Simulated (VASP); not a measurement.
Input of a VASP 6.6.1 run:

Contents of INCAR:

```
SYSTEM = BP
PREC     = Accurate       ! precision mode
ENCUT    = 500            ! plane-wave cutoff, eV
EDIFF    = 1E-6           ! SCF threshold, eV
ISMEAR   = 0              ! smearing method
SIGMA    = 0.05           ! smearing width, eV
LREAL    = .False.        ! projectors in reciprocal space
LASPH    = .True.         ! aspherical terms in the spheres
NELM     = 120            ! most SCF steps
ALGO     = Normal         ! electronic algorithm
ISIF     = 2              ! what is computed and relaxed
LWAVE    = .False.        ! write WAVECAR
LCHARG   = .False.        ! write CHGCAR
GGA      = PE             ! functional
NBANDS   = 11             ! bands
GGA_COMPAT= .False.
```

The input KPOINTS:

```
regular mesh
0
Gamma
  12 12 12
  0 0 0
```

POSCAR

```
BP
1.0
    0.0000000000      1.9939622563      1.9939622563
    1.9939622563      0.0000000000      1.9939622563
    1.9939622563      1.9939622563      0.0000000000
B P
1 1
Direct
    0.0000000000      0.0000000000      0.0000000000
    0.2500000000      0.2500000000      0.2500000000
```

Potentials or basis: VASP PAW PBE potentials, release 64 (B, P).

Run with:

```bash
$ cat potpaw_PBE.64/B/POTCAR potpaw_PBE.64/P/POTCAR > POTCAR
$ mpirun -np 1 vasp_std > vasp.out
```

(1) What does it give for the pressure?

(2) Estimate the band gap on the k mesh.

Results:

(1) 131.0 GPa.

(2) 0.47 eV, indirect (least direct gap 4.42 eV).
